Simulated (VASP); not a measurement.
# Tc (Fm-3m) in VASP: notebook

Runs on Tc. Level: PBEsol. Tasks: single point, relaxation of volume and atoms at fixed shape.

Program: VASP 6.6.1. These are calculated values, not measurements. Logs are shortened: lines on timing, memory, paths and dates and some standing lists are left out, and cuts for length are marked.

### Step 1. The cell of the first run

Symmetry: Fm-3m, No. 225, cubic system. The conventional cell has a = 3.831 Å, b = 3.831 Å, c = 3.831 Å, α = 90.00°, β = 90.00°, γ = 90.00°. Within 3.6 Å of Tc (site symmetry m-3m) lie 12 Tc at 2.71 Å.

### Step 2. Single point, PBEsol

Contents of INCAR:

```
PREC     = Accurate       # precision mode
ENCUT    = 520            # plane-wave cutoff, eV
EDIFF    = 1E-6           # SCF threshold, eV
ISMEAR   = -1             # smearing method
SIGMA    = 0.05           # smearing width, eV
LREAL    = False          # projectors in reciprocal space
LASPH    = True           # aspherical terms in the spheres
NELM     = 100            # most SCF steps
ALGO     = Normal         # electronic algorithm
ISIF     = 2              # what is computed and relaxed
LWAVE    = False          # write WAVECAR
LCHARG   = False          # write CHGCAR
GGA      = PS             # functional
NBANDS   = 34             # bands
```

Contents of KPOINTS:

```
regular mesh
0
Gamma
  6 6 6
```

Contents of POSCAR:

```
Tc
1.0
    3.8312814559      0.0000000000      0.0000000000
    0.0000000000      3.8312814559      0.0000000000
    0.0000000000      0.0000000000      3.8312814559
Tc
4
Direct
    0.0000000000      0.0000000000      0.0000000000
    0.0000000000      0.5000000000      0.5000000000
    0.5000000000      0.0000000000      0.5000000000
    0.5000000000      0.5000000000      0.0000000000
```

Potentials or basis: VASP PAW PBE potentials, release 64 (Tc_pv).

The run is started by

```bash
> cat potpaw_PBE.64/Tc_pv/POTCAR > POTCAR
> mpirun -np 1 vasp_std > vasp.out
```

OUTCAR:

```text
PREC = Accurate
   ENCUT = 520
   EDIFF = 1E-6
   ISMEAR = -1
   LREAL = False
   LASPH = True
   NELM = 100
   ISIF = 2
   GGA = PS

 ion  position               nearest neighbor table
   1  0.000  0.000  0.000-   2 2.71   3 2.71   4 2.71   2 2.71   3 2.71   2 2.71   4 2.71   2 2.71
                             3 2.71   4 2.71   3 2.71   4 2.71
   2  0.000  0.500  0.500-   1 2.71   3 2.71   4 2.71   1 2.71   4 2.71   1 2.71   3 2.71   1 2.71
                             3 2.71   4 2.71   4 2.71   3 2.71
   3  0.500  0.000  0.500-   1 2.71   2 2.71   4 2.71   1 2.71   4 2.71   2 2.71   4 2.71   4 2.71
                             1 2.71   2 2.71   1 2.71   2 2.71
   4  0.500  0.500  0.000-   1 2.71   2 2.71   3 2.71   2 2.71   3 2.71   1 2.71   3 2.71   3 2.71
                             1 2.71   2 2.71   2 2.71   1 2.71

  LATTYP: Found a simple cubic cell.
 ALAT       =     3.8312814559

  Lattice vectors:

 A1 = (   3.8312814559,   0.0000000000,   0.0000000000)
 A2 = (   0.0000000000,   3.8312814559,   0.0000000000)
 A3 = (   0.0000000000,   0.0000000000,   3.8312814559)

Analysis of symmetry for initial positions (statically):
=====================================================================
 Subroutine PRICEL returns following result:

  LATTYP: Found a face centered cubic cell.
 ALAT       =     3.8312814559

  Lattice vectors:

 A1 = (   1.9156407280,  -1.9156407280,   0.0000000000)
 A2 = (   1.9156407280,   0.0000000000,   1.9156407279)
 A3 = (   0.0000000000,  -1.9156407280,   1.9156407280)

   4 primitive cells build up your supercell.

 Routine SETGRP: Setting up the symmetry group for a
 simple cubic supercell.

 Subroutine GETGRP returns: Found 48 space group operations
 (whereof 48 operations were pure point group operations)
 out of a pool of 48 trial point group operations.

The static configuration has the point symmetry O_h .

Analysis of symmetry for dynamics (positions and initial velocities):
=====================================================================
 Subroutine PRICEL returns following result:

  LATTYP: Found a face centered cubic cell.
 ALAT       =     3.8312814559

  Lattice vectors:

 A1 = (   1.9156407280,  -1.9156407280,   0.0000000000)
 A2 = (   1.9156407280,   0.0000000000,   1.9156407279)
 A3 = (   0.0000000000,  -1.9156407280,   1.9156407280)
[... 92 lines left out ...]
   NGXF,Y,Z  is equivalent  to a cutoff of  24.30, 24.30, 24.30 a.u.
 SYSTEM =  unknown system
   PREC   = accura    normal or accurate (medium, high low for compatibility)
   ISTART =      0    job   : 0-new  1-cont  2-samecut
   ICHARG =      2    charge: 1-file 2-atom 10-const
   ISPIN  =      1    spin polarized calculation?
   LNONCOLLINEAR =      F non collinear calculations
   LSORBIT =      F    spin-orbit coupling
   LASPH  =      T    aspherical Exc in radial PAW
   ENCUT  =  520.0 eV  38.22 Ry    6.18 a.u.   7.12  7.12  7.12*2*pi/ulx,y,z
   NELM   =    100;   NELMIN=  2; NELMDL= -5     # of ELM steps
   EDIFF  = 0.1E-05   stopping-criterion for ELM
   LREAL  =      F    real-space projection
   EDIFFG = 0.1E-04   stopping-criterion for IOM
   NSW    =      0    number of steps for IOM
   IBRION =     -1    ionic relax: 0-MD 1-quasi-New 2-CG
   NFREE  =      0    steps in history (QN), initial steepest desc. (CG)
   ISIF   =      2    stress and relaxation
   ISYM   =      2    0-nonsym 1-usesym 2-fastsym
   POTIM  = 0.5000    time-step for ionic-motion
   TEBEG  =    0.0;   TEEND  =   0.0 temperature during run
   PSTRESS=    0.0 pullay stress
   NELECT =      52.0000    total number of electrons
   NUPDOWN=      -1.0000    fix difference up-down
   EMIN   =  10.00;   EMAX   =-10.00  energy-range for DOS
[... 5 lines left out ...]
     AMIX     =   0.40;   BMIX     =  1.00
     AMIX_MAG =   1.60;   BMIX_MAG =  1.00
  volume/ion in A,a.u.               =      14.06        94.88
  Fermi-wavevector in a.u.,A,eV,Ry     =   1.594894  3.013913 34.608971  2.543688
  Thomas-Fermi vector in A             =   2.692898
   LORBIT       =      0    0 simple, 1 ext, 2 COOP (PROOUT), +10 PAW based schemes
   GGA     = PS    functional components
   LHFCALC =     F    Hartree Fock is set to
   AEXX    =    0.0000 exact exchange contribution
   IVDW    =     0    specifies the selected vdW correction
   LEPSILON=     F    determine dielectric tensor
   LRPA    =     F    only Hartree local field effects (RPA)
 non-spin polarized calculation
  energy-cutoff  :      520.00
  volume of cell :       56.24
 maximum number of plane-waves:      1532
   NGX = 15   NGY = 15   NGZ = 15

 number of electron      51.9999986 magnetization

 Free energy of the ion-electron system (eV)
  ---------------------------------------------------
  ext. energy  EPLUGINS =         0.00000000
  ---------------------------------------------------
  free energy    TOTEN  =       -44.78798743 eV

  energy without entropy =      -44.75234921  energy(sigma->0) =      -44.77016832

 E-fermi :  13.0247     XC(G=0): -14.0475

 val. band max:       12.9443315614   @ k =   0.1667   0.1667   0.1667
 cond. band min:      13.0777788692   @ k =   0.5000   0.3333   0.0000
 fundamental gap:      0.1334473079
 Fermi energy:        13.0246905129

 k-point     1 :       0.0000    0.0000    0.0000
  band No.  band energies     occupation
      1     -26.5143      2.00000
      2     -26.5143      2.00000
      3     -26.5143      2.00000
      4     -25.7280      2.00000
      5     -25.7280      2.00000
      6     -25.7280      2.00000
[... 729 lines left out ...]
     33      15.9950      0.00000
     34      15.9950      0.00000

------------------------ aborting loop because EDIFF is reached ----------------------------------------

  FORCE on cell =-STRESS in cart. coord.  units (eV):
  Direction    XX          YY          ZZ          XY          YZ          ZX
  --------------------------------------------------------------------------------------
  -------------------------------------------------------------------------------------
  Total       -0.2367703     -0.2367703     -0.2367703     -0.0000000      0.0000000     -0.0000000
  in kB       -6.7453681     -6.7453681     -6.7453681     -0.0000000      0.0000000     -0.0000000
  external PRESSURE =      -6.7453681 kB  Pullay stress =       0.0000000 kB

 VOLUME and BASIS-vectors are now :
 -----------------------------------------------------------------------------
  energy-cutoff  :      520.00
  volume of cell :       56.24
      direct lattice vectors                 reciprocal lattice vectors
     3.831281456  0.000000000  0.000000000     0.261009276  0.000000000  0.000000000
     0.000000000  3.831281456  0.000000000     0.000000000  0.261009276  0.000000000
     0.000000000  0.000000000  3.831281456     0.000000000  0.000000000  0.261009276

 POSITION                                       TOTAL-FORCE (eV/Angst)
 -----------------------------------------------------------------------------------
      0.00000      0.00000      0.00000        -0.000000      0.000000      0.000000
      0.00000      1.91564      1.91564         0.000000      0.000000     -0.000000
      1.91564      0.00000      1.91564         0.000000     -0.000000     -0.000000
      1.91564      1.91564      0.00000        -0.000000     -0.000000     -0.000000
 -----------------------------------------------------------------------------------
    total drift:                                0.000000      0.000000      0.000000

  FREE ENERGIE OF THE ION-ELECTRON SYSTEM (eV)
  ---------------------------------------------------
  free  energy   TOTEN  =       -44.7879874298 eV

  energy  without entropy=      -44.7523492067  energy(sigma->0) =      -44.77016832
```

OSZICAR:

```text
N       E                     dE             d eps       ncg     rms          rms(c)
DAV:   1     0.707893376884E+03    0.70789E+03   -0.31265E+04  1448   0.161E+03
DAV:   2    -0.225690524085E+02   -0.73046E+03   -0.71250E+03  1484   0.489E+02
DAV:   3    -0.478102218516E+02   -0.25241E+02   -0.24382E+02  1594   0.103E+02
DAV:   4    -0.481721139693E+02   -0.36189E+00   -0.36026E+00  1462   0.124E+01
DAV:   5    -0.481760367754E+02   -0.39228E-02   -0.39225E-02  1504   0.125E+00    0.366E+01
DAV:   6    -0.451878354865E+02    0.29882E+01   -0.68761E+00  1458   0.186E+01    0.114E+01
DAV:   7    -0.448120999310E+02    0.37574E+00   -0.14261E+00  1498   0.760E+00    0.117E+00
DAV:   8    -0.447904692631E+02    0.21631E-01   -0.31475E-02  1386   0.141E+00    0.752E-01
DAV:   9    -0.447879946531E+02    0.24746E-02   -0.23195E-03  1554   0.300E-01    0.470E-02
DAV:  10    -0.447879892742E+02    0.53789E-05   -0.78537E-05  1452   0.538E-02    0.189E-02
DAV:  11    -0.447879872808E+02    0.19934E-05   -0.64214E-06  1308   0.162E-02    0.208E-03
DAV:  12    -0.447879874298E+02   -0.14904E-06   -0.18361E-07   688   0.342E-03
   1 F= -.44787987E+02 E0= -.44770168E+02  d E =-.356382E-01
```

Wall time 37 s (1 thread of Intel Xeon 6975P-C, shared host); peak memory 0.17 GiB.

Results:

```yaml
Free_energy: -44.7880 eV
Pressure: -0.7 GPa
Band_gap_on_the_k_mesh: zero (band 26 reaches 15.94 eV, above the bottom of band 27 at 11.88 eV)
```

Levels at points of the mesh, in eV from the Fermi level:
```
           k point  band 22  band 23  band 24  band 25  band 26  band 27  band 28  band 29
(0.00, 0.00, 0.00)    -1.87     0.85     0.85     2.92     2.92     2.92     3.57     3.57
(0.50, 0.00, 0.00)    -2.87    -0.79    -0.79     0.17     0.17     0.17     0.17     0.30
(0.50, 0.50, 0.00)    -2.69    -2.69    -2.69    -0.50    -0.50    -0.50    -0.50     0.66
(0.50, 0.50, 0.50)    -2.05    -2.05    -2.05     1.27     1.27     1.27     1.27     2.97
```

Caveat: the PAW data sets were made with another functional, which shifts forces and pressure a little.

### Step 3. Relaxation of volume and atoms at fixed shape, PBEsol

This run uses another cell than the first one, of 14.27 Å³/atom, 1.015 times its volume.

Contents of INCAR:

```
PREC     = Accurate       # precision mode
ENCUT    = 600            # plane-wave cutoff, eV
EDIFF    = 1E-6           # SCF threshold, eV
ISMEAR   = -1             # smearing method
SIGMA    = 0.05           # smearing width, eV
LREAL    = F              # projectors in reciprocal space
LASPH    = T              # aspherical terms in the spheres
NELM     = 100            # most SCF steps
ALGO     = Normal         # electronic algorithm
ISIF     = 8              # what is computed and relaxed
LWAVE    = F              # write WAVECAR
LCHARG   = F              # write CHGCAR
GGA      = PS             # functional
IBRION   = 2              # ionic algorithm
NSW      = 80             # ionic steps
EDIFFG   = -0.02          # ionic threshold
```

KPOINTS is that of step 2.

Contents of POSCAR:

```
Tc
1.0
    3.8500000000      0.0000000000      0.0000000000
    0.0000000000      3.8500000000      0.0000000000
    0.0000000000      0.0000000000      3.8500000000
Tc
4
Direct
    0.0000000000      0.0000000000      0.0000000000
    0.0000000000      0.5000000000      0.5000000000
    0.5000000000      0.0000000000      0.5000000000
    0.5000000000      0.5000000000      0.0000000000
```

Potentials or basis: VASP PAW PBE potentials, release 64 (Tc_pv).

The run is started by

```bash
> cat potpaw_PBE.64/Tc_pv/POTCAR > POTCAR
> mpirun -np 1 vasp_std > vasp.out
```

Wall time 90 s (1 thread of Intel Xeon 6975P-C, shared host); peak memory 0.2 GiB.

It converged, with:

* Free energy: -44.7905 eV
* Relaxed volume: 14.04 Å³/atom
* Relaxed cell: a = 3.829 Å, b = 3.829 Å, c = 3.829 Å, α = 90.00°, β = 90.00°, γ = 90.00°
* Space group after relaxing (to 0.05 Å): Fm-3m (No. 225)
* Energy gained by relaxing: 3.8 meV/atom
* Ionic steps: 3
* Pressure after relaxing: -0.1 GPa
* Band gap on the k mesh: zero (band 26 reaches 15.97 eV, above the bottom of band 27 at 11.90 eV)

The path:
| step | energy change (eV) | largest force (eV/Å) | pressure (GPa) | volume (Å³) |
| --- | --- | --- | --- | --- |
| 1 | 0.0000 | 0.0000 | -5.10 | 57.07 |
| 2 | 0.1336 | 0.0000 | 18.20 | 53.40 |
| 3 | -0.0150 | 0.0000 | -0.14 | 56.16 |

Final structure:
```
Tc
1.0
     3.82948    0.00000    0.00000
     0.00000    3.82948    0.00000
     0.00000    0.00000    3.82948
Tc
4
Direct
  0.00000 0.00000 0.00000
  0.00000 0.50000 0.50000
  0.50000 0.00000 0.50000
  0.50000 0.50000 0.00000
```

Levels at points of the mesh, in eV from the Fermi level:
| k point | band 22 | band 23 | band 24 | band 25 | band 26 | band 27 | band 28 | band 29 |
| --- | --- | --- | --- | --- | --- | --- | --- | --- |
| (0.00, 0.00, 0.00) | -1.87 | 0.85 | 0.85 | 2.92 | 2.92 | 2.92 | 3.58 | 3.58 |
| (0.50, 0.00, 0.00) | -2.88 | -0.79 | -0.79 | 0.17 | 0.17 | 0.17 | 0.17 | 0.30 |
| (0.50, 0.50, 0.00) | -2.70 | -2.70 | -2.70 | -0.50 | -0.50 | -0.50 | -0.50 | 0.66 |
| (0.50, 0.50, 0.50) | -2.05 | -2.05 | -2.05 | 1.27 | 1.27 | 1.27 | 1.27 | 2.98 |

Caveat: the PAW data sets were made with another functional, which shifts forces and pressure a little.
